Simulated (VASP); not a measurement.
Wanted: the native input for a VASP 6.6.1 run.

```
Task                   : single point
Functional             : PBE
Potentials or basis    : VASP PAW PBE potentials, release 64 (Ge_d)
Cutoff                 : 500 eV
k mesh                 : 8 × 8 × 7
Occupations            : fermi-dirac, width 0.02 eV
Spin                   : no spin polarisation
Dipole correction      : no
Further INCAR settings : ALGO = Normal; EDIFF = 1e-06; NBANDS = 96
```

The structure of Ge lies in POSCAR:

```
Ge
1.0
    5.8089456247      0.0000000000      0.0000000000
    0.0000000000      5.8089456247      0.0000000000
    0.0000000000      0.0000000000      6.8375110388
Ge
12
Direct
    0.0932953218      0.0932953218      0.0000000000
    0.4067046782      0.5932953218      0.7500000000
    0.9067046782      0.9067046782      0.5000000000
    0.5932953218      0.4067046782      0.2500000000
    0.1739253531      0.3666522356      0.2683107731
    0.1333477644      0.6739253531      0.0183107731
    0.8260746469      0.6333477644      0.7683107731
    0.8666522356      0.3260746469      0.5183107731
    0.6739253531      0.1333477644     -0.0183107731
    0.6333477644      0.8260746469      0.2316892269
    0.3260746469      0.8666522356      0.4816892269
    0.3666522356      0.1739253531      0.7316892269
```

One way to write it, as run:

INCAR

```
  PREC = Accurate
  ENCUT = 500
  EDIFF = 1E-6
  ISMEAR = -1
  SIGMA = 0.02
  LREAL = F
  LASPH = T
  NELM = 120
  ALGO = Normal
  ISIF = 2
  LWAVE = F
  LCHARG = F
  GGA = PE
  NBANDS = 96
  GGA_COMPAT = F
  KPAR = 4
```

KPOINTS

```
regular mesh
0
Gamma
  8 8 7
```

Potentials or basis: VASP PAW PBE potentials, release 64 (Ge_d).

Launch:

```bash
$ cat potpaw_PBE.64/Ge_d/POTCAR > POTCAR
$ mpirun -np 4 vasp_std > vasp.out
```

Results of the run:

| Property | Result |
| --- | --- |
| Pressure | 7.5 GPa |
| Largest force | 0.008 eV/Å |
| Band gap on the k mesh | 0.63 eV (least direct gap 0.76 eV) |

Caveat: the cell stands under pressure; an odd mesh through Γ misses points on the zone boundary, where band edges can lie.

Run time: 6.5 min on 4 MPI ranks on Intel(R) Xeon(R) Platinum 8259CL CPU @ 2.50GHz (Skylake/Cascade Lake), on a shared host, peak memory 0.85 GiB a rank.
